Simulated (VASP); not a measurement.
Here is a VASP 6.6.1 calculation.

INCAR

```
SYSTEM = Si
PREC     = Accurate       ! precision mode
ENCUT    = 520            ! plane-wave cutoff, eV
EDIFF    = 1E-6           ! SCF threshold, eV
ISMEAR   = 0              ! smearing method
SIGMA    = 0.05           ! smearing width, eV
LREAL    = Auto         
LASPH    = .True.         ! aspherical terms in the spheres
NELM     = 100            ! most SCF steps
ALGO     = Normal         ! electronic algorithm
ISIF     = 2              ! what is computed and relaxed
LWAVE    = .False.        ! write WAVECAR
LCHARG   = .False.        ! write CHGCAR
GGA      = PE             ! functional
NBANDS   = 48             ! bands
```

KPOINTS

```
Automatic mesh
0
Gamma
  2 2 2
  0 0 0
```

File POSCAR:

```
Si
1.0
    0.0000000000      5.4300000000      5.4300000000
    5.4300000000      0.0000000000      5.4300000000
    5.4300000000      5.4300000000      0.0000000000
Si
17
Direct
   -0.0120042357     -0.0117837937     -0.0115697974
    0.1131807551      0.1127890424      0.1131715470
    0.0039567219      0.0040506446      0.4849558011
    0.1235313076      0.1236611418      0.6168307551
    0.0040590239      0.4845744936      0.0042647330
    0.1234757827      0.6166113260      0.1238579190
    0.0142754144      0.4945227440      0.4947056169
    0.1545483425      0.6105958564      0.6107857274
    0.4847856354      0.0040471455      0.0041651934
    0.6164013812      0.1236735727      0.1239207182
    0.4943667587      0.0145463168      0.4947698895
    0.6104855433      0.1548330571      0.6108695212
    0.4943092081      0.4945383057      0.0146813996
    0.6103851750      0.6106078269      0.1550196133
    0.5190122468      0.5192842541      0.5194269797
    0.6458997238      0.6462102210      0.6463474217
    0.7962416206      0.7959259669      0.7964123389
```

Potentials or basis: VASP PAW PBE potentials, release 64 (Si).

Launch:

```bash
$ cat potpaw_PBE.64/Si/POTCAR > POTCAR
$ mpirun -np 1 vasp_std > vasp.out
```

Problem. What does it give for the largest force?

Solution. 0.087 eV/Å.

Problem. Estimate the pressure.

Solution. 4.8 GPa.

Problem. What does it give for the band gap on the k mesh?

Solution. 0.07 eV.

Stress tensor (GPa, compression positive):
```
 4.81 -0.41 -0.41
-0.41  4.81 -0.41
-0.41 -0.41  4.81
```

Caveat: the k points lie up to 0.50 Å⁻¹ apart.
